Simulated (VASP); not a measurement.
Set up this calculation in VASP 6.6.1, as the native input.

* Task: relaxation of cell and atoms
* Functional: PBE
* Dispersion: D3(BJ)
* Potentials or basis: VASP PAW PBE potentials, release 64 (Si, N)
* Cutoff: 600 eV
* k mesh: 6 × 6 × 6
* Occupations: gaussian, width 0.02 eV
* Spin: no spin polarisation
* Dipole correction: no
* Further INCAR settings: ALGO = Normal; EDIFF = 1e-06; IBRION = 2; EDIFFG = -0.005; NSW = 70; ISIF = 3

The structure of Si3N4 lies in POSCAR:

```
Si3N4
1.0
    0.0000000000      3.8946186242      3.8946186242
    3.8946186242      0.0000000000      3.8946186242
    3.8946186242      3.8946186242      0.0000000000
Si N
6 8
Direct
    0.1250000000      0.1250000000      0.6250000000
    0.1250000000      0.6250000000      0.1250000000
    0.6250000000      0.1250000000      0.1250000000
    0.1250000000      0.1250000000      0.1250000000
    0.7500000000      0.7500000000      0.7500000000
    0.5000000000      0.5000000000      0.5000000000
    0.3675422895      0.3675422895      0.3675422895
    0.3526268684      0.8824577105      0.8824577105
    0.8824577105      0.8824577105      0.3526268684
    0.8824577105      0.3526268684      0.8824577105
    0.3675422895      0.3675422895      0.8973731316
    0.3675422895      0.8973731316      0.3675422895
    0.8824577105      0.8824577105      0.8824577105
    0.8973731316      0.3675422895      0.3675422895
```

These files were run (other wordings do the same):

INCAR

```
SYSTEM = Si3N4
ALGO = Normal ; EDIFF = 1E-6
EDIFFG = -0.005 ; ENCUT = 600
GGA = PE ; IBRION = 2
ISIF = 3 ; ISMEAR = 0
IVDW = 12 ; LASPH = .TRUE.
LCHARG = .FALSE. ; LREAL = .FALSE.
LWAVE = .FALSE. ; NELM = 60
NSW = 70 ; PREC = Accurate
SIGMA = 0.02
```

KPOINTS

```
k-points
0
G
  6 6 6
  0 0 0
```

Potentials or basis: VASP PAW PBE potentials, release 64 (Si, N).

The run is started by

```console
$ cat potpaw_PBE.64/Si/POTCAR potpaw_PBE.64/N/POTCAR > POTCAR
$ mpirun -np 1 vasp_std > vasp.out
```

Results of the run:

* Relaxed volume: 8.26 Å³/atom
* Relaxed cell: a = 5.468 Å, b = 5.468 Å, c = 5.468 Å, α = 60.00°, β = 60.00°, γ = 60.00°
* Space group after relaxing (to 0.1 Å): Fd-3m (No. 227)
* Energy gained by relaxing: 3.7 meV/atom
* Ionic steps: 8
* Pressure after relaxing: -0.1 GPa
* Band gap on the k mesh: 3.42 eV (least direct gap 3.45 eV)
* Dispersion energy per atom: -0.324 eV

Run time: 3.7 min on 1 thread of Intel(R) Xeon(R) 6975P-C (Granite Rapids), on a shared host, peak memory 0.39 GiB.
